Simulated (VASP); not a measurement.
# Sn (I4_1/amd) in VASP: a series of runs

Runs on Sn. Level: LDA. Tasks: electric field gradients.

All numbers are computed with VASP 6.6.1; they aren't measurements. Logs are shortened: lines on timing, memory, paths and dates and some standing lists are left out, and cuts for length are marked.

## Step 1: The cell of the first run

It takes space group I4_1/amd (No. 141, tetragonal). The conventional cell has a = 5.832 Å, b = 5.832 Å, c = 3.245 Å, α = 90.00°, β = 90.00°, γ = 90.00°. Within 4.0 Å of Sn (site symmetry -4m2) lie 10 Sn at 3.03 to 3.80 Å.

## Step 2: Electric field gradients, LDA (zz strain of +2 %)

The input, INCAR:

```
  ALGO = Normal
  EDIFF = 1E-8
  ENCUT = 520
  ISIF = 2
  ISMEAR = -1
  LASPH = T
  LCHARG = F
  LEFG = T
  LREAL = F
  LWAVE = F
  NBANDS = 21
  NELM = 80
  PREC = Accurate
  SIGMA = 0.05
```

The input, KPOINTS:

```
k-points
0
Gamma
  15 15 15
```

The input, POSCAR:

```
Sn
1.0
   -2.9158500000      2.9158500000      1.6224630000
    2.9158500000     -2.9158500000      1.6224630000
    2.9158500000      2.9158500000     -1.6224630000
Sn
2
Direct
    0.0000000000      0.0000000000      0.0000000000
    0.7500000000      0.2500000000      0.5000000000
```

Potentials or basis: VASP PAW LDA potentials, release 64 (Sn_d).

On the command line:

```console
$ cat potpaw_LDA.64/Sn_d/POTCAR > POTCAR
$ mpirun -np 1 vasp_std > vasp.out
```

OUTCAR:

```text
EDIFF = 1E-8
   ENCUT = 520
   ISIF = 2
   ISMEAR = -1
   LASPH = T
   LREAL = F
   NELM = 80
   PREC = Accurate

 ion  position               nearest neighbor table
   1  0.000  0.000  0.000-   2 3.03   2 3.03   2 3.03   2 3.03
   2  0.750  0.250  0.500-   1 3.03   1 3.03   1 3.03   1 3.03

  LATTYP: Found a body centered tetragonal cell.
 ALAT       =     5.8317000000
 C/A-ratio  =     0.5564288286

  Lattice vectors:

 A1 = (  -2.9158500000,   2.9158500000,   1.6224630000)
 A2 = (   2.9158500000,  -2.9158500000,   1.6224630000)
 A3 = (   2.9158500000,   2.9158500000,  -1.6224630000)

Analysis of symmetry for initial positions (statically):
=====================================================================
 Subroutine PRICEL returns:
 Original cell was already a primitive cell.

 Routine SETGRP: Setting up the symmetry group for a
 body centered tetragonal supercell.

 Subroutine GETGRP returns: Found 16 space group operations
 (whereof  8 operations were pure point group operations)
 out of a pool of 16 trial point group operations.

The static configuration has the point symmetry D_2d.
 The point group associated with its full space group is D_4h.

Analysis of symmetry for dynamics (positions and initial velocities):
=====================================================================
 Subroutine PRICEL returns:
 Original cell was already a primitive cell.

 Routine SETGRP: Setting up the symmetry group for a
 body centered tetragonal supercell.

 Subroutine GETGRP returns: Found 16 space group operations
 (whereof  8 operations were pure point group operations)
 out of a pool of 16 trial point group operations.

The dynamic configuration has the point symmetry D_2d.
 The point group associated with its full space group is D_4h.

 Subroutine INISYM returns: Found 16 space group operations
 (whereof  8 operations are pure point group operations),
 and found     1 'primitive' translations

----------------------------------------------------------------------------------------

                                     Primitive cell

  volume of cell :      55.1779

  direct lattice vectors                    reciprocal lattice vectors
    -2.915850000  2.915850000  1.622463000     0.000000000  0.171476585  0.308173438
     2.915850000 -2.915850000  1.622463000     0.171476585  0.000000000  0.308173438
     2.915850000  2.915850000 -1.622463000     0.171476585  0.171476585  0.000000000

  length of vectors
     4.431337116  4.431337116  4.431337116     0.352668523  0.352668523  0.242504512

  position of ions in fractional coordinates (direct lattice)
     0.000000000  0.000000000  0.000000000
     0.750000000  0.250000000  0.500000000

  ion indices of the primitive-cell ions
   primitive index   ion index
                 1           1
                 2           2

----------------------------------------------------------------------------------------

 KPOINTS: k-points

Automatic generation of k-mesh.
 Grid dimensions read from file:
 generate k-points for:   15   15   15

 Generating k-lattice:

  Cartesian coordinates                     Fractional coordinates (reciprocal lattice)
     0.000000000  0.011431772  0.020544896     0.066666667  0.000000000 -0.000000000
     0.011431772  0.000000000  0.020544896     0.000000000  0.066666667 -0.000000000
     0.011431772  0.011431772  0.000000000     0.000000000  0.000000000  0.066666667

  Length of vectors
     0.023511235  0.023511235  0.016166967

  Shift w.r.t. Gamma in fractional coordinates (k-lattice)
     0.000000000  0.000000000  0.000000000

 Subroutine IBZKPT returns following result:
 ===========================================

 Found    288 irreducible k-points:

 Following reciprocal coordinates:
            Coordinates               Weight
  0.000000  0.000000  0.000000      1.000000
  0.066667 -0.000000  0.000000      8.000000
  0.133333  0.000000 -0.000000      8.000000
  0.200000  0.000000 -0.000000      8.000000
  0.266667  0.000000 -0.000000      8.000000
  0.333333 -0.000000  0.000000      8.000000
[... 16 lines left out ...]
  0.133333  0.133333 -0.000000      8.000000
  0.200000  0.133333  0.000000     16.000000
 [... further k-points ...]
   k-points           NKPTS =    288   k-points in BZ     NKDIM =    288   number of bands    NBANDS=     21
   number of dos      NEDOS =    301   number of ions     NIONS =      2
   total plane-waves  NPLWV =  46656
   dimension x,y,z NGX =    36 NGY =   36 NGZ =   36
   dimension x,y,z NGXF=    72 NGYF=   72 NGZF=   72
   ions per type =               2
   NGX,Y,Z   is equivalent  to a cutoff of  13.51, 13.51, 13.51 a.u.
   NGXF,Y,Z  is equivalent  to a cutoff of  27.01, 27.01, 27.01 a.u.
 SYSTEM =  unknown system
   PREC   = accura    normal or accurate (medium, high low for compatibility)
   ISTART =      0    job   : 0-new  1-cont  2-samecut
   ICHARG =      2    charge: 1-file 2-atom 10-const
   ISPIN  =      1    spin polarized calculation?
   LNONCOLLINEAR =      F non collinear calculations
   LSORBIT =      F    spin-orbit coupling
   LASPH  =      T    aspherical Exc in radial PAW
   ENCUT  =  520.0 eV  38.22 Ry    6.18 a.u.   8.24  8.24  8.24*2*pi/ulx,y,z
   NELM   =     80;   NELMIN=  2; NELMDL= -5     # of ELM steps
   EDIFF  = 0.1E-07   stopping-criterion for ELM
   LREAL  =      F    real-space projection
   EDIFFG = 0.1E-06   stopping-criterion for IOM
   NSW    =      0    number of steps for IOM
   IBRION =     -1    ionic relax: 0-MD 1-quasi-New 2-CG
   NFREE  =      0    steps in history (QN), initial steepest desc. (CG)
   ISIF   =      2    stress and relaxation
   ISYM   =      2    0-nonsym 1-usesym 2-fastsym
   POTIM  = 0.5000    time-step for ionic-motion
   TEBEG  =    0.0;   TEEND  =   0.0 temperature during run
   PSTRESS=    0.0 pullay stress
   NELECT =      28.0000    total number of electrons
   NUPDOWN=      -1.0000    fix difference up-down
   EMIN   =  10.00;   EMAX   =-10.00  energy-range for DOS
   EFERMI =   0.00;   METHOD = LEGACY
   ISMEAR =    -1;   SIGMA  =   0.05  broadening in eV -4-tet -1-fermi 0-gaus
   EFERMI_NEDOS =   21; number of points for ismear=-14 and -15
   IALGO  =     38    algorithm
   IMIX   =      4    mixing-type and parameters
     AMIX     =   0.40;   BMIX     =  1.00
     AMIX_MAG =   1.60;   BMIX_MAG =  1.00
  volume/ion in A,a.u.               =      27.59       186.18
  Fermi-wavevector in a.u.,A,eV,Ry     =   1.305787  2.467580 23.199030  1.705081
  Thomas-Fermi vector in A             =   2.436633
   LORBIT       =      0    0 simple, 1 ext, 2 COOP (PROOUT), +10 PAW based schemes
   GGA     = CA    functional components
   LHFCALC =     F    Hartree Fock is set to
   AEXX    =    0.0000 exact exchange contribution
   IVDW    =     0    specifies the selected vdW correction
   LEPSILON=     F    determine dielectric tensor
   LRPA    =     F    only Hartree local field effects (RPA)
 non-spin polarized calculation
  energy-cutoff  :      520.00
  volume of cell :       55.18
 maximum number of plane-waves:      1506
 NGX is ok and might be reduce to    36
   NGX = 17   NGY = 17   NGZ = 17

 number of electron      27.9999999 magnetization

 Free energy of the ion-electron system (eV)
  ---------------------------------------------------
  ext. energy  EPLUGINS =         0.00000000
  ---------------------------------------------------
  free energy    TOTEN  =        -8.95132672 eV

  energy without entropy =       -8.94316101  energy(sigma->0) =       -8.94724386

 E-fermi :   7.4760     XC(G=0): -10.4693

 val. band max:        7.4687267041   @ k =   0.4000   0.4000   0.0000
 cond. band min:       7.4808422094   @ k =   0.2667   0.0667   0.0667
 fundamental gap:      0.0121155053
 Fermi energy:         7.4760435997

 k-point     1 :       0.0000    0.0000    0.0000
  band No.  band energies     occupation
      1     -14.0419      2.00000
      2     -13.9376      2.00000
      3     -13.9140      2.00000
      4     -13.8831      2.00000
      5     -13.7615      2.00000
      6     -13.7615      2.00000
[... 13 lines left out ...]
     20      17.5809      0.00000
     21      18.0667      0.00000

 k-point     2 :       0.0667   -0.0000    0.0000
  band No.  band energies     occupation
      1     -14.0392      2.00000
      2     -13.9303      2.00000
      3     -13.9109      2.00000
      4     -13.8745      2.00000
      5     -13.7669      2.00000
      6     -13.7659      2.00000
[... 13 lines left out ...]
     20      17.0449      0.00000
     21      17.1569      0.00000
[... 487 lines left out ...]
      5     -13.7996      2.00000
      6     -13.7864      2.00000
[... 13 lines left out ...]
     20      15.0286      0.00000
     21      15.3052      0.00000

 k-point    24 :       0.2000    0.1333    0.0000
  band No.  band energies     occupation
      1     -14.0015      2.00000
      2     -13.8692      2.00000
      3     -13.8629      2.00000
      4     -13.8183      2.00000
      5     -13.8110      2.00000
      6     -13.7941      2.00000
[... 13 lines left out ...]
     20      14.7486      0.00000
     21      15.6444      0.00000

 [... further k-points ...]
[... 5 lines left out ...]
  --------------------------------------------------------------------------------------
  -------------------------------------------------------------------------------------
  Total       -0.7545154     -0.7545154     -1.2963001      0.0000000      0.0000000      0.0000000
  in kB      -21.9085464    -21.9085464    -37.6401199      0.0000000      0.0000000      0.0000000
  external PRESSURE =     -27.1524043 kB  Pullay stress =       0.0000000 kB

 VOLUME and BASIS-vectors are now :
 -----------------------------------------------------------------------------
  energy-cutoff  :      520.00
  volume of cell :       55.18
      direct lattice vectors                 reciprocal lattice vectors
    -2.915850000  2.915850000  1.622463000     0.000000000  0.171476585  0.308173438
     2.915850000 -2.915850000  1.622463000     0.171476585  0.000000000  0.308173438
     2.915850000  2.915850000 -1.622463000     0.171476585  0.171476585  0.000000000

 POSITION                                       TOTAL-FORCE (eV/Angst)
 -----------------------------------------------------------------------------------
      0.00000      0.00000      0.00000         0.000000     -0.000000      0.000000
     -0.00000      2.91585      0.81123        -0.000000      0.000000     -0.000000
 -----------------------------------------------------------------------------------
    total drift:                               -0.000000      0.000000     -0.000000

  FREE ENERGIE OF THE ION-ELECTRON SYSTEM (eV)
  ---------------------------------------------------
  free  energy   TOTEN  =        -8.9513267208 eV

  energy  without entropy=       -8.9431610072  energy(sigma->0) =       -8.94724386

 Electric field gradients (V/A^2)
---------------------------------------------------------------------
 ion       V_xx      V_yy      V_zz      V_xy      V_xz      V_yz
---------------------------------------------------------------------
   1     -26.354   -26.354    52.708     0.001     0.001     0.001
   2     -26.354   -26.354    52.708     0.001     0.001     0.001
---------------------------------------------------------------------

 Electric field gradients after diagonalization (V/A^2)
 (convention: |V_zz| > |V_xx| > |V_yy|)
----------------------------------------------------------------------
 ion       V_xx      V_yy      V_zz     asymmetry (V_yy - V_xx)/ V_zz
----------------------------------------------------------------------
   1     -26.355   -26.353    52.708       0.000
   2     -26.355   -26.353    52.708       0.000
----------------------------------------------------------------------

           NMR quadrupolar parameters

 Cq : quadrupolar parameter    Cq=e*Q*V_zz/h
 eta: asymmetry parameters     (V_yy - V_xx)/ V_zz
 Q  : nuclear electric quadrupole moment in mb (millibarn)
----------------------------------------------------------------------
 ion       Cq(MHz)       eta       Q (mb)
----------------------------------------------------------------------
   1       0.127       0.000       1.000
   2       0.127       0.000       1.000
----------------------------------------------------------------------
```

It took 4.2 min on 1 thread of Oxide Virtual Turin-like, shared host; peak memory 0.33 GiB.

What came out:

* Free energy: -8.9513 eV
* Pressure: -2.7 GPa
* Band gap on the k mesh: zero (band 14 reaches 9.01 eV, above the bottom of band 15 at 4.73 eV)

Stress tensor (GPa, compression positive):
```
-2.19  0.00  0.00
 0.00 -2.19  0.00
 0.00  0.00 -3.76
```

Levels at points of the mesh, in eV from the Fermi level:
| k point | band 12 | band 13 | band 14 | band 15 | band 16 | band 17 |
| --- | --- | --- | --- | --- | --- | --- |
| (0.00, 0.00, 0.00) | -3.55 | -1.83 | -1.83 | 3.19 | 6.26 | 6.26 |

Electric field gradients, principal values (V/Å²):
| atom | least | middle | greatest (by size) |
| --- | --- | --- | --- |
| 1 Sn | -26.353 | -26.355 | 52.708 |
| 2 Sn | -26.353 | -26.355 | 52.708 |

Caveat: the cell differs from its parent crystal (zz strain of +2 %); without QUAD_EFG the Cq values of the log hold for a quadrupole moment of 1 mb, not for the nuclei; spin-orbit coupling is left out, which moves the levels of the heavy elements.

## Step 3: Electric field gradients, LDA (zz strain of -3 %)

The input, INCAR:

```
SYSTEM = Sn
PREC = Accurate
ENCUT = 520
EDIFF = 1E-8
ISMEAR = -1
SIGMA = 0.05
LREAL = .False.
LASPH = .True.
NELM = 100
ALGO = Normal
ISIF = 2
LWAVE = .False.
LCHARG = .False.
LEFG = .True.
NBANDS = 21
```

The input, KPOINTS:

```
regular mesh
0
Gamma
  15 15 15
  0 0 0
```

The input, POSCAR:

```
Sn
1.0
   -2.9158500000      2.9158500000      1.5429305000
    2.9158500000     -2.9158500000      1.5429305000
    2.9158500000      2.9158500000     -1.5429305000
Sn
2
Direct
    0.0000000000      0.0000000000      0.0000000000
    0.7500000000      0.2500000000      0.5000000000
```

Potentials or basis: VASP PAW LDA potentials, release 64 (Sn_d).

On the command line:

```console
$ cat potpaw_LDA.64/Sn_d/POTCAR > POTCAR
$ mpirun -np 1 vasp_std > vasp.out
```

OUTCAR:

```text
SYSTEM = Sn
   PREC = Accurate
   ENCUT = 520
   EDIFF = 1E-8
   ISMEAR = -1
   LREAL = .False.
   LASPH = .True.
   NELM = 100
   ISIF = 2

 ion  position               nearest neighbor table
   1  0.000  0.000  0.000-   2 3.02   2 3.02   2 3.02   2 3.02   2 3.72   2 3.72   2 3.72   2 3.72

   2  0.750  0.250  0.500-   1 3.02   1 3.02   1 3.02   1 3.02   1 3.72   1 3.72   1 3.72   1 3.72

  LATTYP: Found a body centered tetragonal cell.
 ALAT       =     5.8317000000
 C/A-ratio  =     0.5291529057

  Lattice vectors:

 A1 = (  -2.9158500000,   2.9158500000,   1.5429305000)
 A2 = (   2.9158500000,  -2.9158500000,   1.5429305000)
[... 791 lines left out ...]
  free  energy   TOTEN  =        -8.9822735205 eV

  energy  without entropy=       -8.9761368279  energy(sigma->0) =       -8.97920517

 Electric field gradients (V/A^2)
---------------------------------------------------------------------
 ion       V_xx      V_yy      V_zz      V_xy      V_xz      V_yz
---------------------------------------------------------------------
   1     -15.232   -15.232    30.464     0.001     0.000     0.000
   2     -15.232   -15.232    30.464     0.001     0.000     0.000
---------------------------------------------------------------------

 Electric field gradients after diagonalization (V/A^2)
 (convention: |V_zz| > |V_xx| > |V_yy|)
----------------------------------------------------------------------
 ion       V_xx      V_yy      V_zz     asymmetry (V_yy - V_xx)/ V_zz
----------------------------------------------------------------------
   1     -15.233   -15.231    30.464       0.000
   2     -15.233   -15.231    30.464       0.000
----------------------------------------------------------------------

           NMR quadrupolar parameters

 Cq : quadrupolar parameter    Cq=e*Q*V_zz/h
 eta: asymmetry parameters     (V_yy - V_xx)/ V_zz
 Q  : nuclear electric quadrupole moment in mb (millibarn)
----------------------------------------------------------------------
 ion       Cq(MHz)       eta       Q (mb)
----------------------------------------------------------------------
   1       0.074       0.000       1.000
   2       0.074       0.000       1.000
----------------------------------------------------------------------
```

Run time: 5.5 min. Hardware: 1 thread of Oxide Virtual Turin-like, shared host; peak memory 0.33 GiB.

Results:

```yaml
Free_energy: -8.9823 eV
Pressure: -0.1 GPa
Band_gap_on_the_k_mesh: zero (band 14 reaches 9.54 eV, above the bottom of band 15 at 5.30 eV)
```

Electric field gradients, principal values (V/Å²):
```
atom    least   middle  greatest (by size)
1 Sn  -15.231  -15.233              30.464
2 Sn  -15.231  -15.233              30.464
```

Caveat: the cell differs from its parent crystal (zz strain of -3 %); without QUAD_EFG the Cq values of the log hold for a quadrupole moment of 1 mb, not for the nuclei; spin-orbit coupling is left out, which moves the levels of the heavy elements.
